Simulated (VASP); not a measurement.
Here is a VASP 6.6.1 calculation.

Contents of INCAR:

```
SYSTEM = TiO2
ALGO = Normal
DIPOL = 0.5 0.5 0.420
EDIFF = 1E-6
ENCUT = 520
GGA = PE
IDIPOL = 3
ISIF = 2
ISMEAR = 0
IVDW = 12
LASPH = .TRUE.
LCHARG = .TRUE.
LDIPOL = .TRUE.
LELF = .TRUE.
LREAL = Auto
LVACPOTAV = .TRUE.
LVHAR = .TRUE.
LWAVE = .FALSE.
NBANDS = 114
NELM = 100
PREC = Accurate
SIGMA = 0.05
```

KPOINTS

```
k-points
0
G
  2 3 1
  0 0 0
```

The input POSCAR:

```
TiO2
1.0
    7.5747420773      0.0000000000      0.0000000000
   -1.8936855193      5.1466543491      0.0000000000
    0.0000000000      0.0000000000     26.1153571424
O Ti
16 8
Direct
    0.1576574046      0.6306296184      0.3063331646
    0.6576574046      0.6306296184      0.3063331646
    0.2995803411      0.1983213645      0.3400458739
    0.7995803411      0.1983213645      0.3400458739
    0.4777260877      0.9109043507      0.3624595246
    0.9777260877      0.9109043507      0.3624595246
    0.1196490242      0.4785960968      0.3961722338
    0.6196490242      0.4785960968      0.3961722338
    0.2245920947      0.9037958562      0.4425720052
    0.7267792652      0.9023225037      0.4417134630
    0.3643334472      0.4584594245      0.4758606394
    0.8655538375      0.4610254069      0.4759655397
    0.5470612767      0.1806823087      0.5072498198
    0.0438182720      0.1812051427      0.5080600751
    0.1908564222      0.7562186132      0.5321351823
    0.6888014237      0.7605574547      0.5317135831
    0.0676917461      0.2707669845      0.3343963446
    0.5676917461      0.2707669845      0.3343963446
    0.2096146827      0.8384587307      0.3681090538
    0.7096146827      0.8384587307      0.3681090538
    0.1346614824      0.5373424571      0.4747848657
    0.6336313262      0.5336717027      0.4756192918
    0.2686325951      0.0791831516      0.5027963187
    0.7699467226      0.0777736143      0.5002301443
```

Potentials or basis: VASP PAW PBE potentials, release 64 (O, Ti_sv).

Launch:

```bash
$ cat potpaw_PBE.64/O/POTCAR potpaw_PBE.64/Ti_sv/POTCAR > POTCAR
$ mpirun -np 1 vasp_std > vasp.out
```

Predict the largest force.

4.548 eV/Å.

Predict the dispersion energy per atom.

-0.156 eV.

Estimate the band gap on the k mesh.

2.05 eV.

Forces in eV/Å, atoms in the order of the input:
```
O    0.002 -1.524  1.043
O    0.005 -1.557  1.016
O   -0.020  0.214 -1.098
O    0.024  0.233 -1.101
O   -0.030  0.284  0.099
O    0.026  0.305  0.062
O    0.007 -0.755  0.162
O   -0.004 -0.805  0.161
O   -0.001  0.206  0.339
O    0.001  0.003 -0.015
O    0.015 -0.054  0.102
O    0.017 -0.001 -0.003
O   -0.293 -0.018  0.256
O    0.239 -0.019  0.167
O   -0.021  0.324  0.125
O    0.010 -0.019  0.044
Ti  -0.009  4.007  1.968
Ti  -0.006  4.079  2.012
Ti  -0.002 -2.180 -2.173
Ti   0.005 -2.289 -2.400
Ti  -0.003 -0.033  0.030
Ti   0.002  0.059 -0.086
Ti   0.009 -0.483 -0.800
Ti   0.028  0.023  0.090
```

Caveat: the k points lie up to 0.44 Å⁻¹ apart.
